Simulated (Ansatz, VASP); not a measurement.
## Os in VASP and in Ansatz

```
Os
1.0
     2.71752    0.00000    0.00000
    -1.35876    2.35345    0.00000
     0.00000    0.00000    4.28446
Os
2
Direct
  0.33333 0.66667 0.25000
  0.66667 0.33333 0.75000
```

Alike in both runs: task single point; functional LDA; k mesh 22 × 22 × 12; occupations fermi-dirac, width 0.1 eV; no spin polarisation.

```csv
,VASP,Ansatz
version,VASP 6.6.1,Ansatz 0.2.0
potentials or method,"VASP PAW LDA potentials, release 64 (Os), cutoff 520 eV","plane waves (420 eV) with PAW, scalar-relativistic"
valence electrons in the cell,16,32
```

VASP gave:

* pressure (GPa): 1.1
* traceless stress, the component that is largest in VASP (GPa): 0.55

**Question.** What did Ansatz give for the same quantities?

**Answer.** Pressure (GPa): 0.1; traceless stress, the component that is largest in VASP (GPa): 0.64.

Ansatz warns that its potentials were made for another functional, while VASP's fit it. LDA's correlation is that of Perdew and Zunger in VASP and of Perdew and Wang (1992) in Ansatz. VASP's potentials hold 16 valence electrons a cell and Ansatz's 32, so a difference there can come from the potentials and not from the codes.

Spin-orbit coupling is off throughout.
